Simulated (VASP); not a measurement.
Here is a VASP 6.6.1 calculation.

INCAR

```
SYSTEM = Al4Ir
PREC     = Accurate       ! precision mode
ENCUT    = 600            ! plane-wave cutoff, eV
EDIFF    = 1E-6           ! SCF threshold, eV
ISMEAR   = 0              ! smearing method
SIGMA    = 0.1            ! smearing width, eV
LREAL    = .False.        ! projectors in reciprocal space
LASPH    = .True.         ! aspherical terms in the spheres
NELM     = 100            ! most SCF steps
ALGO     = Normal         ! electronic algorithm
ISIF     = 3              ! what is computed and relaxed
LWAVE    = .False.        ! write WAVECAR
LCHARG   = .False.        ! write CHGCAR
GGA      = PE             ! functional
IBRION   = 2              ! ionic algorithm
NSW      = 90             ! ionic steps
EDIFFG   = -0.04          ! ionic threshold
```

KPOINTS

```
Automatic mesh
0
Gamma
  6 6 4
  0 0 0
```

File POSCAR:

```
Al4Ir
1.0
    3.8510251000      0.0000000000      0.0000000000
   -1.9255125500      3.3350855700      0.0000000000
    0.0000000000      0.0000000000      6.1534055800
Al Ir
4 1
Direct
    0.5000000000      0.0000000000      0.0000000000
    0.0000000000      0.5000000000      0.0000000000
    0.5000000000      0.5000000000      0.0000000000
    0.0000000000      0.0000000000      0.0000000000
    0.0000000000      0.0000000000      0.5000000000
```

Potentials or basis: VASP PAW PBE potentials, release 64 (Al, Ir).

Run with:

```console
$ cat potpaw_PBE.64/Al/POTCAR potpaw_PBE.64/Ir/POTCAR > POTCAR
$ mpirun -np 1 vasp_std > vasp.out
```

Predict the relaxed cell.

a = 5.312 Å, b = 5.312 Å, c = 4.520 Å, α = 90.00°, β = 90.00°, γ = 120.00°.

What does it give for the space group after relaxing (to 0.05 Å)?

P6/mmm (No. 191).

Estimate the relaxed volume.

22.09 Å³/atom.

The path:
```
step  energy change (eV)  largest force (eV/Å)  pressure (GPa)  volume (Å³)
   1              0.0000                0.0000          133.12        79.03
   2            -21.8526                0.0000           -7.89       280.47
   3            -26.8227                0.0000           -8.26       157.63
   4            -26.9062                0.0000           -7.81       154.60
   5            -26.9543                0.0000           -5.80       145.64
   6            -26.9710                0.0000           -6.27       147.26
   7            -28.9594                0.0000           -6.17       128.43
   8              3.5497                0.0000          117.42        71.23
   9            -29.3165                0.0000           -5.49       124.16
  10            -29.5936                0.0000            1.18       109.94
  11            -29.7205                0.0000           -2.66       116.03
  12            -29.7333                0.0000           -1.96       114.66
  13            -29.7314                0.0000           -1.60       114.01
  14            -29.7652                0.0000            0.81       109.09
  15            -29.7667                0.0000            0.36       109.90
  16            -29.7685                0.0000           -0.17       110.73
  17            -29.7690                0.0000            0.00       110.45
```

Caveat: the volume moved by over 15 % at a fixed basis, so the end points are rough.
